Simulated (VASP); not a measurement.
A run of VASP 6.6.1 is set up as follows.

INCAR

```
PREC = Accurate
ENCUT = 500
EDIFF = 1E-6
ISMEAR = -1
SIGMA = 0.05
LREAL = False
LASPH = True
NELM = 120
ALGO = Normal
ISIF = 2
LWAVE = False
LCHARG = False
GGA = PS
NBANDS = 16
GGA_COMPAT = False
```

KPOINTS

```
Automatic mesh
0
Gamma
  6 6 6
```

POSCAR

```
InAs
1.0
    0.0000000000      3.0180000000      3.0481800000
    3.0180000000      0.0000000000      3.0481800000
    3.0180000000      3.0180000000      0.0000000000
In As
1 1
Direct
    0.0000000000      0.0000000000      0.0000000000
    0.7500000000      0.7500000000      0.7500000000
```

Potentials or basis: VASP PAW PBE potentials, release 64 (In_d, As).

Run with:

```sh
$ cat potpaw_PBE.64/In_d/POTCAR potpaw_PBE.64/As/POTCAR > POTCAR
$ mpirun -np 1 vasp_std > vasp.out
```

(1) Predict the band gap on the k mesh.

(2) What does it give for the pressure?

## Answers

(1) zero (filled and empty bands touch).

(2) 1.1 GPa.

Caveat: the PAW data sets were made with another functional, which shifts forces and pressure a little; spin-orbit coupling is left out, which moves the levels of the heavy elements.
